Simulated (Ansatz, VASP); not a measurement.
**Two plane-wave programs on PbS**

Contents of INCAR:

```
SYSTEM = PbS
ALGO = Normal
EDIFF = 1E-6
ENCUT = 520
GGA = CA
ISIF = 2
ISMEAR = 0
LASPH = .True.
LCHARG = .False.
LREAL = .False.
LWAVE = .False.
NBANDS = 17
NELM = 60
PREC = Accurate
SIGMA = 0.05
```

KPOINTS

```
k-points
0
Gamma
  10 10 10
  0 0 0
```

File POSCAR:

```
PbS
1.0
    0.0000000000      3.3238313106      3.3238313106
    3.3238313106      0.0000000000      3.3238313106
    3.3238313106      3.3238313106      0.0000000000
Pb S
1 1
Direct
    0.0000000000      0.0000000000      0.0000000000
    0.2500000000      0.2500000000      0.2500000000
```

Input for Ansatz:

```yaml
crystal:
  lattice:
    - [0.0, 3.3238313106, 3.3238313106]
    - [3.3238313106, 0.0, 3.3238313106]
    - [3.3238313106, 3.3238313106, 0.0]
  atoms:
    - { symbol: Pb, position: [0.0, 0.0, 0.0] }
    - { symbol: S, position: [0.25, 0.25, 0.25] }
basis:
  ecutwfc: 420
  ecutrho_ratio: 4
kpoints:
  mp_grid: { grid: [10, 10, 10] }
hamiltonian:
  xc: lda
scf:
  occupations: { method: gaussian, width: 0.05 }
output:
  forces: true
  stress: true
  eigenvalues: true
  populations: true
```

Alike in both runs: task single point; functional LDA; k mesh 10 × 10 × 10; occupations gaussian, width 0.05 eV; no spin polarisation.

|  | VASP | Ansatz |
| --- | --- | --- |
| version | VASP 6.6.1 | Ansatz 0.2.0 |
| potentials or method | VASP PAW LDA potentials, release 64 (Pb_d, S), cutoff 520 eV | scalar-relativistic, plane waves, PAW |
| valence electrons in the cell | 20 | 20 |

VASP gave:

| Property | Result |
| --- | --- |
| gap on the k mesh at the Fermi level (eV) | 0.69 |
| least direct gap on the mesh (eV) | 1.13 |
| pressure (GPa) | -2.8 |

Q: What did Ansatz give for the same quantities?

A: gap on the k mesh at the Fermi level (eV): 0.71; least direct gap on the mesh (eV): 1.14; pressure (GPa): -2.8.

LDA's correlation is that of Perdew and Zunger in VASP and of Perdew and Wang (1992) in Ansatz.

Spin-orbit coupling is off throughout.
